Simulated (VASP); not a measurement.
Wanted: the native input for a VASP 6.6.1 run.

| Item | Value |
| --- | --- |
| Task | single point |
| Functional | PBE |
| Potentials or basis | VASP PAW PBE potentials, release 64 (Gd, N) |
| Cutoff | 520 eV |
| k mesh | 6 × 6 × 4 |
| Occupations | gaussian, width 0.1 eV |
| Spin | collinear spin, ferromagnetic start |
| Starting moments | [7.0, 0.0] μB |
| Dipole correction | no |
| Further INCAR settings | ALGO = Normal; EDIFF = 1e-07; NBANDS = 22 |

The structure of GdN lies in POSCAR:

```
GdN
1.0
    3.2520313600      0.0000000000      0.0000000000
   -1.6260156800      2.8163417700      0.0000000000
    0.0000000000      0.0000000000      5.1704812800
Gd N
1 1
Direct
    0.3333333300      0.6666666700      0.5000000000
    0.0000000000      0.0000000000      0.0000000000
```

The cell was built from a structure type or drawn by symmetry, and may not be a known phase.

One way to write it, as run:

INCAR

```
PREC = Accurate
ENCUT = 520
EDIFF = 1E-7
ISMEAR = 0
SIGMA = 0.1
LREAL = False
LASPH = True
NELM = 150
ALGO = Normal
ISIF = 2
LWAVE = False
LCHARG = False
ISPIN = 2
MAGMOM = 7 0
LORBIT = 11
LMAXMIX = 6
GGA = PE
NBANDS = 22
```

KPOINTS

```
Automatic mesh
0
Gamma
  6 6 4
```

Potentials or basis: VASP PAW PBE potentials, release 64 (Gd, N).

The run is started by

```bash
$ cat potpaw_PBE.64/Gd/POTCAR potpaw_PBE.64/N/POTCAR > POTCAR
$ mpirun -np 1 vasp_std > vasp.out
```

Results of the run:

The pressure is -12.5 GPa and the net moment is 7.56 μB per cell. The site moments are Gd +7.00; N -0.03 μB and the valence electrons inside the program's atomic spheres are Gd 15.21; N 3.31.

Caveat: the k points lie up to 0.37 Å⁻¹ apart; a cell with one magnetic atom can't hold antiferromagnetic order, which such compounds often take.

It took 3.5 min on 1 thread of Intel Xeon 8259CL (shared host), peak memory 0.21 GiB.
